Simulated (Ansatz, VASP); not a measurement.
# One calculation of AlP, two programs

```
Al P
1.0
     0.00000    2.71685    2.71685
     2.71685    0.00000    2.71685
     2.71685    2.71685    0.00000
Al P
1 1
Direct
  0.00000 0.00000 0.00000
  0.25000 0.25000 0.25000
```

Alike in both runs: task single point; functional LDA; k mesh 10 × 10 × 10; occupations gaussian, width 0.02 eV; no spin polarisation.

|  | VASP | Ansatz |
| --- | --- | --- |
| version | VASP 6.6.1 | Ansatz 0.2.0 |
| potentials or method | VASP PAW LDA potentials, release 64 (Al, P), cutoff 500 eV | scalar-relativistic, plane waves, PAW |
| valence electrons in the cell | 8 | 8 |

```csv
,VASP,Ansatz,Ansatz less VASP
gap on the k mesh at the Fermi level (eV),1.41,1.42,+0.005
least direct gap on the mesh (eV),3.24,3.23,-0.016
pressure (GPa),0.1,0.0,-0.05
```

Ansatz warns that its potentials were made for another functional, while VASP's fit it. LDA's correlation is that of Perdew and Zunger in VASP and of Perdew and Wang (1992) in Ansatz.
